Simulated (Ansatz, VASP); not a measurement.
**P in VASP and in Ansatz**

File INCAR:

```
SYSTEM = P
PREC = Accurate
ENCUT = 520
EDIFF = 1E-6
ISMEAR = 0
SIGMA = 0.02
LREAL = .FALSE.
LASPH = .TRUE.
NELM = 60
ALGO = Normal
ISIF = 2
LWAVE = .FALSE.
LCHARG = .TRUE.
LDIPOL = .TRUE.
IDIPOL = 3
DIPOL = 0.5 0.5 0.500
GGA = PE
IVDW = 12
LELF = .TRUE.
LVHAR = .TRUE.
LVACPOTAV = .TRUE.
NBANDS = 12
```

KPOINTS

```
Automatic mesh
0
G
  9 9 1
  0 0 0
```

Contents of POSCAR:

```
P
1.0
    3.3870000000      0.0000000000      0.0000000000
   -1.6935000000      2.9332280426      0.0000000000
    0.0000000000      0.0000000000     28.0000000000
P
2
Direct
    0.3333333333      0.6666666667      0.5047678571
    0.6666666667      0.3333333333      0.4952321429
```

Input for Ansatz:

```yaml
crystal:
  lattice:
    - [3.387, 0.0, 0.0]
    - [-1.6935, 2.9332280426, 0.0]
    - [0.0, 0.0, 28.0]
  atoms:
    - { symbol: P, position: [0.3333333333, 0.6666666667, 0.5047678571] }
    - { symbol: P, position: [0.6666666667, 0.3333333333, 0.4952321429] }
  periodic: [true, true, false]
basis:
  ecutwfc: 420
kpoints:
  mp_grid: { grid: [9, 9, 1] }
hamiltonian:
  xc: pbe
  dispersion: d3bj
scf:
  occupations: { method: gaussian, width: 0.02 }
output:
  forces: true
  stress: true
  eigenvalues: true
```

Alike in both runs: task single point; functional PBE; dispersion D3(BJ); k mesh 9 × 9 × 1; occupations gaussian, width 0.02 eV; no spin polarisation.

```csv
,VASP,Ansatz
version,VASP 6.6.1,Ansatz 0.2.0
potentials or method,"VASP PAW PBE potentials, release 64 (P), cutoff 520 eV","scalar-relativistic, plane waves, PAW"
valence electrons in the cell,10,10
```

Ansatz gave:

```
gap on the k mesh at the Fermi level (eV)  : none
rms of the force components (eV/Å)         : 1.038
work function, face that differs most (eV) : 4.02
```

Problem. Which values does VASP return?

Solution. gap on the k mesh at the Fermi level (eV): none; rms of the force components (eV/Å): 1.027; work function, face that differs most (eV): 4.00.

Atom by atom the forces differ by 0.011 eV/Å (rms over components). A gap of «none» marks a metal or a gap that the smearing closes.
